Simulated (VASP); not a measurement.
Here is a VASP 6.6.1 calculation.

INCAR

```
PREC = Accurate
ENCUT = 520
EDIFF = 1E-6
ISMEAR = -1
SIGMA = 0.05
LREAL = False
LASPH = True
NELM = 100
ALGO = Normal
ISIF = 2
LWAVE = False
LCHARG = False
GGA = PE
NBANDS = 16
```

File KPOINTS:

```
regular mesh
0
Gamma
  11 11 6
```

Contents of POSCAR:

```
Ir
1.0
    2.6634622077      0.0000000000      0.0000000000
   -1.3317311039      2.3066259339      0.0000000000
    0.0000000000      0.0000000000      4.3256702358
Ir
2
Direct
    0.3333333333      0.6666666667      0.2500000000
    0.6666666667      0.3333333333      0.7500000000
```

Potentials or basis: VASP PAW PBE potentials, release 64 (Ir).

Command:

```bash
$ cat potpaw_PBE.64/Ir/POTCAR > POTCAR
$ mpirun -np 1 vasp_std > vasp.out
```

(1) Estimate the band gap on the k mesh.

(2) What does it give for the pressure?

Results:

(1) zero (band 9 reaches 12.76 eV, above the bottom of band 10 at 9.16 eV).

(2) 41.1 GPa.

Caveat: spin-orbit coupling is left out, which moves the levels of the heavy elements.
